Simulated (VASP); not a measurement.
Wanted: the native input for a VASP 6.6.1 run.

* Task: single point
* Functional: PBEsol
* Potentials or basis: VASP PAW PBE potentials, release 64 (Ag)
* Cutoff: 520 eV
* k mesh: 24 × 24 × 14
* Occupations: gaussian, width 0.15 eV
* Spin: no spin polarisation
* Dipole correction: no
* Further INCAR settings: ALGO = Fast; EDIFF = 1e-07; NBANDS = 18

The structure of Ag lies in POSCAR:

```
Ag
1.0
    3.0964276819      0.0000000000      0.0000000000
   -1.5482138409      2.6815850335      0.0000000000
    0.0000000000      0.0000000000      4.6907149289
Ag
2
Direct
    0.3333333333      0.6666666667      0.2500000000
    0.6666666667      0.3333333333      0.7500000000
```

This isn't the form of Ag at room conditions, which is fcc.

This cell differs from its parent crystal: strain +0.080 along x and y, +0.000 along z.

One way to write it, as run:

INCAR

```
SYSTEM = Ag
PREC = Accurate
ENCUT = 520
EDIFF = 1E-7
ISMEAR = 0
SIGMA = 0.15
LREAL = .False.
LASPH = .True.
NELM = 80
ALGO = Fast
ISIF = 2
LWAVE = .False.
LCHARG = .False.
GGA = PS
NBANDS = 18
```

KPOINTS

```
regular mesh
0
Gamma
  24 24 14
  0 0 0
```

Potentials or basis: VASP PAW PBE potentials, release 64 (Ag).

Run with:

```sh
$ cat potpaw_PBE.64/Ag/POTCAR > POTCAR
$ mpirun -np 1 vasp_std > vasp.out
```

Results of the run:

- Pressure: -11.2 GPa
- Band gap on the k mesh: zero (bands 11 and 12 overlap by 6.64 eV)

Caveat: the cell differs from its parent crystal (strain +0.080 along x and y, +0.000 along z); the cell stands under tension; the PAW data sets were made with another functional, which shifts forces and pressure a little.

Wall time 6.7 min on 1 thread of Intel Xeon 8259CL, on a shared host, peak memory 0.38 GiB.
